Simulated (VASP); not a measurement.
Input of a VASP 6.6.1 run:

The input POSCAR:

```
Au
1.0
    0.0000000000      2.0350000000      2.0350000000
    2.0350000000      0.0000000000      2.0350000000
    2.0350000000      2.0350000000      0.0000000000
Au
1
Direct
    0.0000000000      0.0000000000      0.0000000000
```

INCAR.step1

```
SYSTEM = Au
ALGO = Normal
EDIFF = 1E-4
ENCUT = 520
GGA = PE
ISMEAR = -1
LASPH = .TRUE.
LCHARG = .FALSE.
LREAL = .FALSE.
LWAVE = .TRUE.
NBANDS = 12
NELM = 80
PREC = Accurate
SIGMA = 0.05
```

The input INCAR.step2:

```
SYSTEM = Au
ALGO = Normal
EDIFF = 1E-6
ENCUT = 520
ISIF = 2
ISMEAR = -1
ISTART = 1
LASPH = .TRUE.
LCHARG = .FALSE.
LMIXTAU = .TRUE.
LREAL = .FALSE.
LWAVE = .FALSE.
METAGGA = R2SCAN
NBANDS = 12
NELM = 80
PREC = Accurate
SIGMA = 0.05
```

File KPOINTS:

```
k-points
0
G
  11 11 11
  0 0 0
```

Potentials or basis: VASP PAW PBE potentials, release 64 (Au).

Run with:

```bash
$ cat potpaw_PBE.64/Au/POTCAR > POTCAR
$ cp INCAR.step1 INCAR
$ mpirun -np 1 vasp_std > vasp.out
$ cp INCAR.step2 INCAR
$ mpirun -np 1 vasp_std > vasp.out
```

Question: Estimate the pressure.

Answer: 7.2 GPa.

Caveat: the PAW data sets were made with another functional, which shifts forces and pressure a little.
